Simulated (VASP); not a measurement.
Here is a VASP 6.6.1 calculation.

File INCAR:

```
PREC = Accurate
ENCUT = 600
EDIFF = 1E-6
ISMEAR = 0
SIGMA = 0.1
LREAL = F
LASPH = T
NELM = 60
ALGO = Normal
ISIF = 3
LWAVE = F
LCHARG = F
GGA = PE
IBRION = 2
NSW = 90
EDIFFG = -0.04
```

The input KPOINTS:

```
regular mesh
0
Gamma
  6 6 4
```

POSCAR

```
MgH6
1.0
    3.2227976400      0.0000000000      0.0000000000
   -1.6113988200      2.7910246300      0.0000000000
    0.0000000000      0.0000000000      6.2106931700
Mg H
1 6
Direct
    0.0000000000      0.0000000000      0.0000000000
    0.6666666700      0.3333333300      0.7122620700
    0.6666666700      0.3333333300      0.2877379300
    0.0000000000      0.0000000000      0.5000000000
    0.5230787300      0.4769212700      0.0000000000
    0.5230787300      0.0461574700      0.0000000000
    0.9538425300      0.4769212700      0.0000000000
```

Potentials or basis: VASP PAW PBE potentials, release 64 (Mg, H).

Run with:

```console
$ cat potpaw_PBE.64/Mg/POTCAR potpaw_PBE.64/H/POTCAR > POTCAR
$ mpirun -np 1 vasp_std > vasp.out
```

Problem. Estimate the space group after relaxing (to 0.1 Å).

Solution. P-6m2 (No. 187).

Problem. Estimate the relaxed volume.

Solution. 8.17 Å³/atom.

Problem. Estimate the band gap on the k mesh.

Solution. Zero (bands 4 and 5 overlap by 2.33 eV).

Problem. Estimate the relaxed cell.

Solution. a = 4.184 Å, b = 4.184 Å, c = 3.770 Å, α = 90.00°, β = 90.00°, γ = 120.00°.

Final structure:
```
Mg H
1.0
     4.18424    0.00000    0.00000
    -2.09212    3.62366    0.00000
     0.00000    0.00000    3.76983
Mg H
1 6
Direct
  0.00000 0.00000 0.00000
  0.66667 0.33333 0.60178
  0.66667 0.33333 0.39822
  0.00000 0.00000 0.50000
  0.43778 0.56222 0.00000
  0.43778 0.87555 0.00000
  0.12445 0.56222 0.00000
```

Caveat: the k points lie up to 0.42 Å⁻¹ apart in the final cell, too coarse for converged energies and pressures of a metal; a cell axis changed by over 15 % at a fixed basis, so the end point is rough.
